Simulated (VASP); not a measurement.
# PbF2 (Fm-3m) in VASP: a series of runs

The runs below take PbF2 through single point, with PBE, LDA.

Program: VASP 6.6.1. These are calculated values, not measurements. Logs are shortened: lines on timing, memory, paths and dates and some standing lists are left out, and cuts for length are marked.

## 1. The cell of the first run

It takes space group Fm-3m (No. 225, cubic). Conventional cell: a = 5.921 Å, b = 5.921 Å, c = 5.921 Å, α = 90.00°, β = 90.00°, γ = 90.00°. Pb (site symmetry m-3m) has 8 F at 2.56 Å within 3.4 Å. Within 3.4 Å of F (site symmetry -43m) lie 4 Pb at 2.56 Å and 6 F at 2.96 Å.

## 2. Single point, PBE

INCAR

```
SYSTEM = PbF2
PREC = Accurate ; ENCUT = 520
EDIFF = 1E-6 ; ISMEAR = 0
SIGMA = 0.01 ; LREAL = .FALSE.
LASPH = .TRUE. ; NELM = 60
ALGO = Normal ; ISIF = 2
LWAVE = .FALSE. ; LCHARG = .FALSE.
GGA = PE ; NBANDS = 21
```

KPOINTS

```
Automatic mesh
0
G
  4 4 4
  0 0 0
```

POSCAR

```
PbF2
1.0
    0.0000000000      2.9604388882      2.9604388882
    2.9604388882      0.0000000000      2.9604388882
    2.9604388882      2.9604388882      0.0000000000
Pb F
1 2
Direct
    0.0000000000      0.0000000000      0.0000000000
    0.2500000000      0.2500000000      0.2500000000
    0.7500000000      0.7500000000      0.7500000000
```

Potentials or basis: VASP PAW PBE potentials, release 64 (Pb_d, F).

Command:

```console
cat potpaw_PBE.64/Pb_d/POTCAR potpaw_PBE.64/F/POTCAR > POTCAR
mpirun -np 1 vasp_std > vasp.out
```

OUTCAR:

```text
SYSTEM = PbF2
   PREC = Accurate
   ENCUT = 520
   EDIFF = 1E-6
   ISMEAR = 0
   LREAL = .FALSE.
   LASPH = .TRUE.
   NELM = 60
   ISIF = 2
   GGA = PE

 ion  position               nearest neighbor table
   1  0.000  0.000  0.000-   3 2.56   3 2.56   3 2.56   2 2.56   3 2.56   2 2.56   2 2.56   2 2.56

   2  0.250  0.250  0.250-   1 2.56   1 2.56   1 2.56   1 2.56
   3  0.750  0.750  0.750-   1 2.56   1 2.56   1 2.56   1 2.56

  LATTYP: Found a face centered cubic cell.
 ALAT       =     5.9208777764

  Lattice vectors:

 A1 = (   0.0000000000,   2.9604388882,   2.9604388882)
 A2 = (   2.9604388882,   0.0000000000,   2.9604388882)
 A3 = (   2.9604388882,   2.9604388882,   0.0000000000)

Analysis of symmetry for initial positions (statically):
=====================================================================
 Subroutine PRICEL returns:
 Original cell was already a primitive cell.

 Routine SETGRP: Setting up the symmetry group for a
 face centered cubic supercell.

 Subroutine GETGRP returns: Found 48 space group operations
 (whereof 48 operations were pure point group operations)
 out of a pool of 48 trial point group operations.

The static configuration has the point symmetry O_h .

Analysis of symmetry for dynamics (positions and initial velocities):
=====================================================================
 Subroutine PRICEL returns:
 Original cell was already a primitive cell.

 Routine SETGRP: Setting up the symmetry group for a
 face centered cubic supercell.

 Subroutine GETGRP returns: Found 48 space group operations
 (whereof 48 operations were pure point group operations)
 out of a pool of 48 trial point group operations.

The dynamic configuration has the point symmetry O_h .

 Subroutine INISYM returns: Found 48 space group operations
 (whereof 48 operations are pure point group operations),
 and found     1 'primitive' translations

----------------------------------------------------------------------------------------

                                     Primitive cell

  volume of cell :      51.8917

  direct lattice vectors                    reciprocal lattice vectors
     0.000000000  2.960438888  2.960438888    -0.168893877  0.168893877  0.168893877
     2.960438888  0.000000000  2.960438888     0.168893877 -0.168893877  0.168893877
     2.960438888  2.960438888  0.000000000     0.168893877  0.168893877 -0.168893877

  length of vectors
     4.186692826  4.186692826  4.186692826     0.292532775  0.292532775  0.292532775

  position of ions in fractional coordinates (direct lattice)
     0.000000000  0.000000000  0.000000000
     0.250000000  0.250000000  0.250000000
     0.750000000  0.750000000  0.750000000

  ion indices of the primitive-cell ions
   primitive index   ion index
                 1           1
                 2           2
                 3           3

----------------------------------------------------------------------------------------

 KPOINTS: Automatic mesh

Automatic generation of k-mesh.
 Grid dimensions read from file:
 generate k-points for:    4    4    4

 Generating k-lattice:

  Cartesian coordinates                     Fractional coordinates (reciprocal lattice)
    -0.042223469  0.042223469  0.042223469     0.250000000  0.000000000  0.000000000
     0.042223469 -0.042223469  0.042223469     0.000000000  0.250000000  0.000000000
     0.042223469  0.042223469 -0.042223469     0.000000000  0.000000000  0.250000000

  Length of vectors
     0.073133194  0.073133194  0.073133194

  Shift w.r.t. Gamma in fractional coordinates (k-lattice)
     0.000000000  0.000000000  0.000000000

 Subroutine IBZKPT returns following result:
 ===========================================

 Found      8 irreducible k-points:

 Following reciprocal coordinates:
            Coordinates               Weight
  0.000000  0.000000  0.000000      1.000000
  0.250000  0.000000  0.000000      8.000000
  0.500000  0.000000  0.000000      4.000000
  0.250000  0.250000  0.000000      6.000000
  0.500000  0.250000  0.000000     24.000000
 -0.250000  0.250000  0.000000     12.000000
  0.500000  0.500000  0.000000      3.000000
 -0.250000  0.500000  0.250000      6.000000
   k-points           NKPTS =      8   k-points in BZ     NKDIM =      8   number of bands    NBANDS=     21
   number of dos      NEDOS =    301   number of ions     NIONS =      3
   total plane-waves  NPLWV =  32768
   dimension x,y,z NGX =    32 NGY =   32 NGZ =   32
   dimension x,y,z NGXF=    64 NGYF=   64 NGZF=   64
   ions per type =               1   2
   NGX,Y,Z   is equivalent  to a cutoff of  12.71, 12.71, 12.71 a.u.
   NGXF,Y,Z  is equivalent  to a cutoff of  25.41, 25.41, 25.41 a.u.
 SYSTEM =  PbF2
   PREC   = accura    normal or accurate (medium, high low for compatibility)
   ISTART =      0    job   : 0-new  1-cont  2-samecut
   ICHARG =      2    charge: 1-file 2-atom 10-const
   ISPIN  =      1    spin polarized calculation?
   LNONCOLLINEAR =      F non collinear calculations
   LSORBIT =      F    spin-orbit coupling
   LASPH  =      T    aspherical Exc in radial PAW
   ENCUT  =  520.0 eV  38.22 Ry    6.18 a.u.   7.78  7.78  7.78*2*pi/ulx,y,z
   NELM   =     60;   NELMIN=  2; NELMDL= -5     # of ELM steps
   EDIFF  = 0.1E-05   stopping-criterion for ELM
   LREAL  =      F    real-space projection
   EDIFFG = 0.1E-04   stopping-criterion for IOM
   NSW    =      0    number of steps for IOM
   IBRION =     -1    ionic relax: 0-MD 1-quasi-New 2-CG
   NFREE  =      0    steps in history (QN), initial steepest desc. (CG)
   ISIF   =      2    stress and relaxation
   ISYM   =      2    0-nonsym 1-usesym 2-fastsym
   POTIM  = 0.5000    time-step for ionic-motion
   TEBEG  =    0.0;   TEEND  =   0.0 temperature during run
   PSTRESS=    0.0 pullay stress
   NELECT =      28.0000    total number of electrons
   NUPDOWN=      -1.0000    fix difference up-down
   EMIN   =  10.00;   EMAX   =-10.00  energy-range for DOS
   EFERMI =   0.00;   METHOD = LEGACY
   ISMEAR =     0;   SIGMA  =   0.01  broadening in eV -4-tet -1-fermi 0-gaus
   EFERMI_NEDOS =   21; number of points for ismear=-14 and -15
   IALGO  =     38    algorithm
   IMIX   =      4    mixing-type and parameters
     AMIX     =   0.40;   BMIX     =  1.00
     AMIX_MAG =   1.60;   BMIX_MAG =  1.00
  volume/ion in A,a.u.               =      17.30       116.73
  Fermi-wavevector in a.u.,A,eV,Ry     =   1.332789  2.518606 24.168391  1.776327
  Thomas-Fermi vector in A             =   2.461697
   LORBIT       =      0    0 simple, 1 ext, 2 COOP (PROOUT), +10 PAW based schemes
   GGA     = PE    functional components
   LHFCALC =     F    Hartree Fock is set to
   AEXX    =    0.0000 exact exchange contribution
   IVDW    =     0    specifies the selected vdW correction
   LEPSILON=     F    determine dielectric tensor
   LRPA    =     F    only Hartree local field effects (RPA)
 non-spin polarized calculation
 Gauss-broadening in eV      SIGMA  =   0.01
  energy-cutoff  :      520.00
  volume of cell :       51.89
 maximum number of plane-waves:      1411
   NGX = 15   NGY = 15   NGZ = 15

 number of electron      28.0000003 magnetization

 Free energy of the ion-electron system (eV)
  ---------------------------------------------------
  ext. energy  EPLUGINS =         0.00000000
  ---------------------------------------------------
  free energy    TOTEN  =       -14.33074153 eV

  energy without entropy =      -14.33074153  energy(sigma->0) =      -14.33074153

 E-fermi :   2.0105     XC(G=0):  -9.4226

 val. band max:        1.9301959066   @ k =  -0.2500   0.5000   0.2500
 cond. band min:       6.3453547162   @ k =   0.5000   0.5000   0.0000
 fundamental gap:      4.4151588096
 Fermi energy:         2.0105280561

 k-point     1 :       0.0000    0.0000    0.0000
  band No.  band energies     occupation
      1     -19.1950      2.00000
      2     -18.5683      2.00000
      3     -12.5115      2.00000
      4     -12.5115      2.00000
      5     -12.5115      2.00000
      6     -12.4534      2.00000
      7     -12.4534      2.00000
      8      -2.7200      2.00000
      9      -0.5658      2.00000
     10      -0.5658      2.00000
     11      -0.5658      2.00000
     12      -0.0689      2.00000
     13      -0.0689      2.00000
     14      -0.0689      2.00000
     15       8.7081      0.00000
     16       8.7081      0.00000
     17       8.7081      0.00000
     18      12.5803      0.00000
     19      17.0859      0.00000
     20      17.0859      0.00000
     21      19.4601      0.00000

 k-point     2 :       0.2500    0.0000    0.0000
  band No.  band energies     occupation
      1     -19.0844      2.00000
      2     -18.6675      2.00000
      3     -12.4954      2.00000
      4     -12.4954      2.00000
      5     -12.4475      2.00000
      6     -12.4475      2.00000
      7     -12.4025      2.00000
      8      -3.4845      2.00000
      9      -0.8791      2.00000
     10      -0.6714      2.00000
     11      -0.6714      2.00000
     12      -0.1531      2.00000
     13      -0.1531      2.00000
     14       1.0721      2.00000
     15       7.4455      0.00000
     16       9.1515      0.00000
     17       9.1515      0.00000
     18      14.8116      0.00000
     19      16.0931      0.00000
     20      16.0931      0.00000
     21      17.6263      0.00000

 k-point     3 :       0.5000    0.0000    0.0000
  band No.  band energies     occupation
      1     -18.9048      2.00000
      2     -18.8312      2.00000
      3     -12.4950      2.00000
      4     -12.4950      2.00000
      5     -12.4255      2.00000
      6     -12.4255      2.00000
      7     -12.2996      2.00000
      8      -4.0117      2.00000
      9      -1.1195      2.00000
     10      -0.7730      2.00000
     11      -0.7730      2.00000
     12      -0.2366      2.00000
     13      -0.2366      2.00000
     14       1.8963      2.00000
     15       6.9558      0.00000
     16       9.6089      0.00000
     17       9.6089      0.00000
     18      15.1558      0.00000
     19      15.6832      0.00000
     20      15.6832      0.00000
     21      16.1974      0.00000

 k-point     4 :       0.2500    0.2500    0.0000
  band No.  band energies     occupation
      1     -19.0563      2.00000
      2     -18.6891      2.00000
      3     -12.4706      2.00000
      4     -12.4677      2.00000
      5     -12.4677      2.00000
      6     -12.4412      2.00000
      7     -12.3902      2.00000
      8      -3.7567      2.00000
      9      -1.1755      2.00000
     10      -1.1755      2.00000
     11      -0.1294      2.00000
     12       0.1822      2.00000
     13       0.1822      2.00000
     14       0.9544      2.00000
     15       6.9960      0.00000
     16       9.3255      0.00000
     17       9.3255      0.00000
     18      13.1566      0.00000
     19      17.4395      0.00000
     20      17.6406      0.00000
     21      17.6450      0.00000

 k-point     5 :       0.5000    0.2500    0.0000
  band No.  band energies     occupation
      1     -18.9163      2.00000
      2     -18.8098      2.00000
      3     -12.4777      2.00000
      4     -12.4605      2.00000
      5     -12.4257      2.00000
      6     -12.4080      2.00000
      7     -12.3201      2.00000
      8      -4.2873      2.00000
      9      -1.4589      2.00000
     10      -1.3066      2.00000
     11      -0.2407      2.00000
     12       0.1494      2.00000
     13       0.1682      2.00000
     14       1.8089      2.00000
     15       7.1089      0.00000
     16       8.9143      0.00000
     17       9.7295      0.00000
     18      12.3386      0.00000
     19      16.9039      0.00000
     20      17.5883      0.00000
     21      18.4666      0.00000

 k-point     6 :      -0.2500    0.2500    0.0000
  band No.  band energies     occupation
      1     -18.9590      2.00000
      2     -18.7746      2.00000
      3     -12.4718      2.00000
      4     -12.4642      2.00000
      5     -12.4565      2.00000
      6     -12.3978      2.00000
      7     -12.3511      2.00000
      8      -4.0848      2.00000
      9      -1.2776      2.00000
     10      -0.8549      2.00000
     11      -0.7722      2.00000
     12      -0.1400      2.00000
     13       0.2636      2.00000
     14       1.6875      2.00000
     15       7.4274      0.00000
     16       8.6864      0.00000
     17       9.5845      0.00000
     18      13.5281      0.00000
     19      15.6891      0.00000
     20      17.3686      0.00000
     21      19.0251      0.00000

 k-point     7 :       0.5000    0.5000    0.0000
  band No.  band energies     occupation
      1     -18.9126      2.00000
      2     -18.8036      2.00000
      3     -12.4902      2.00000
      4     -12.4289      2.00000
      5     -12.4223      2.00000
      6     -12.4223      2.00000
      7     -12.2763      2.00000
      8      -4.5222      2.00000
      9      -1.6526      2.00000
     10      -1.6526      2.00000
     11       0.3547      2.00000
     12       0.3560      2.00000
     13       0.3560      2.00000
     14       1.7829      2.00000
     15       6.3454      0.00000
     16       9.8419      0.00000
     17       9.8419      0.00000
     18      10.8837      0.00000
     19      16.1422      0.00000
     20      18.6206      0.00000
     21      19.2431      0.00000

 k-point     8 :      -0.2500    0.5000    0.2500
  band No.  band energies     occupation
      1     -18.8583      2.00000
      2     -18.8583      2.00000
      3     -12.4744      2.00000
      4     -12.4436      2.00000
      5     -12.4222      2.00000
      6     -12.3524      2.00000
      7     -12.3523      2.00000
      8      -4.4744      2.00000
      9      -1.8213      2.00000
     10      -0.7730      2.00000
     11      -0.7730      2.00000
     12       0.2927      2.00000
     13       0.4183      2.00000
     14       1.9302      2.00000
     15       7.9950      0.00000
     16       7.9950      0.00000
     17       9.4279      0.00000
     18      12.0973      0.00000
     19      16.4639      0.00000
     20      18.1226      0.00000
     21      18.1226      0.00000

------------------------ aborting loop because EDIFF is reached ----------------------------------------

  FORCE on cell =-STRESS in cart. coord.  units (eV):
  Direction    XX          YY          ZZ          XY          YZ          ZX
  --------------------------------------------------------------------------------------
  -------------------------------------------------------------------------------------
  Total        0.8878371      0.8878371      0.8878371     -0.0000000      0.0000000     -0.0000000
  in kB       27.4123047     27.4123047     27.4123047     -0.0000000      0.0000000     -0.0000000
  external PRESSURE =      27.4123047 kB  Pullay stress =       0.0000000 kB

 VOLUME and BASIS-vectors are now :
 -----------------------------------------------------------------------------
  energy-cutoff  :      520.00
  volume of cell :       51.89
      direct lattice vectors                 reciprocal lattice vectors
     0.000000000  2.960438888  2.960438888    -0.168893877  0.168893877  0.168893877
     2.960438888  0.000000000  2.960438888     0.168893877 -0.168893877  0.168893877
     2.960438888  2.960438888  0.000000000     0.168893877  0.168893877 -0.168893877

 POSITION                                       TOTAL-FORCE (eV/Angst)
 -----------------------------------------------------------------------------------
      0.00000      0.00000      0.00000         0.000000      0.000000      0.000000
      1.48022      1.48022      1.48022        -0.000000     -0.000000      0.000000
      4.44066      4.44066      4.44066         0.000000     -0.000000     -0.000000
 -----------------------------------------------------------------------------------
    total drift:                                0.000000     -0.000000      0.000000

  FREE ENERGIE OF THE ION-ELECTRON SYSTEM (eV)
  ---------------------------------------------------
  free  energy   TOTEN  =       -14.3307415274 eV

  energy  without entropy=      -14.3307415274  energy(sigma->0) =      -14.33074153
```

Run time: 15 s. Hardware: 1 thread of AMD EPYC 7R13 (Zen 3), shared host; peak memory 0.14 GiB.

Results:

```
Free energy            : -14.3307 eV
Pressure               : 2.7 GPa
Band gap on the k mesh : 4.42 eV, indirect (least direct gap 4.56 eV)
```

Caveat: the k points lie up to 0.46 Å⁻¹ apart; spin-orbit coupling is left out, which moves the levels of the heavy elements. A k mesh can miss the band edges.

(Continued in part 2 of 2.)
